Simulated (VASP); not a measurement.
Runs of VASP 6.6.1 on Si. The structure is that of space group P6/mmm (No. 191), or close to it. The cells are those of the table. 

```tsv
cell	gap on the mesh (eV)	pressure (GPa)
a = 2.577, b = 2.577, c = 2.420 Å, angles 90.0, 90.0, 120.0°, 1 atom	none	6.1
a = 2.493, b = 2.493, c = 2.341 Å, angles 90.0, 90.0, 120.0°, 1 atom	none	23.4
a = 2.527, b = 2.527, c = 2.373 Å, angles 90.0, 90.0, 120.0°, 1 atom	none	(a)
a = 2.510, b = 2.510, c = 2.357 Å, angles 90.0, 90.0, 120.0°, 1 atom	none	19.2
a = 2.475, b = 2.475, c = 2.325 Å, angles 90.0, 90.0, 120.0°, 1 atom	none	(b)
```

Alike in all rows: task single point; level LDA; potentials or basis VASP PAW LDA potentials, release 64 (Si); no spin polarisation; k mesh 13 × 13 × 12; cutoff (eV) 520; smearing gaussian 0.15 eV.

**Question.** Estimate the missing entries.

**Answer.** (a) 15.4; (b) 28.0.

A gap of «none» marks levels without a gap at the run's occupations.
